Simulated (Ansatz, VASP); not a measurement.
**One calculation of MnS, two programs**

Contents of INCAR:

```
  ALGO = Normal
  EDIFF = 1E-6
  ENCUT = 520
  GGA = PE
  ISIF = 2
  ISMEAR = -1
  ISPIN = 2
  LASPH = T
  LCHARG = T
  LELF = T
  LMAXMIX = 4
  LORBIT = 11
  LREAL = F
  LVHAR = T
  LWAVE = F
  MAGMOM = 4 0
  NBANDS = 20
  NELM = 150
  PREC = Accurate
  SIGMA = 0.05
```

The input KPOINTS:

```
k-points
0
Gamma
  9 9 9
```

Contents of POSCAR:

```
MnS
1.0
    0.0000000000      2.6387736672      2.6387736672
    2.6387736672      0.0000000000      2.6387736672
    2.6387736672      2.6387736672      0.0000000000
Mn S
1 1
Direct
    0.0000000000      0.0000000000      0.0000000000
    0.5000000000      0.5000000000      0.5000000000
```

The input input.yaml:

```yaml
crystal:
  lattice:
    - [0.0, 2.6387736672, 2.6387736672]
    - [2.6387736672, 0.0, 2.6387736672]
    - [2.6387736672, 2.6387736672, 0.0]
  atoms:
    - { symbol: Mn, position: [0.0, 0.0, 0.0], spin: 4.0 }
    - { symbol: S, position: [0.5, 0.5, 0.5] }
hamiltonian:
  xc: pbe
  pseudopotentials: { kind: paw }
magnetization:
  spin_polarized: true
kpoints:
  mp_grid: { grid: [9, 9, 9] }
scf:
  occupations: { method: fermi_dirac, width: 0.05 }
output:
  forces: true
  stress: true
  eigenvalues: true
```

Alike in both runs: task single point; functional PBE; k mesh 9 × 9 × 9; occupations fermi-dirac, width 0.05 eV; collinear spin.

|  | VASP | Ansatz |
| --- | --- | --- |
| version | VASP 6.6.1 | Ansatz 0.2.0 |
| potentials or method | VASP PAW PBE potentials, release 64 (Mn_pv, S) | Ansatz PAW |
| plane-wave cutoff (eV) | 520 | 420 |
| valence electrons in the cell | 19 | 21 |

|  | VASP | Ansatz | Ansatz less VASP |
| --- | --- | --- | --- |
| gap on the k mesh at the Fermi level (eV) | none | none | - |
| pressure (GPa) | -4.8 | -4.8 | +0.01 |
| net moment per atom (μB) | 2.40 | 2.40 | -0.001 |
| size of the moment on the site where the two differ most (μB) | 0.11 | 0.15 | +0.043 |

Site moments also hang on the region over which each program counts them. A gap of «none» marks a metal or a gap that the smearing closes. VASP's potentials hold 19 valence electrons a cell and Ansatz's 21, so a difference there can come from the potentials and not from the codes.
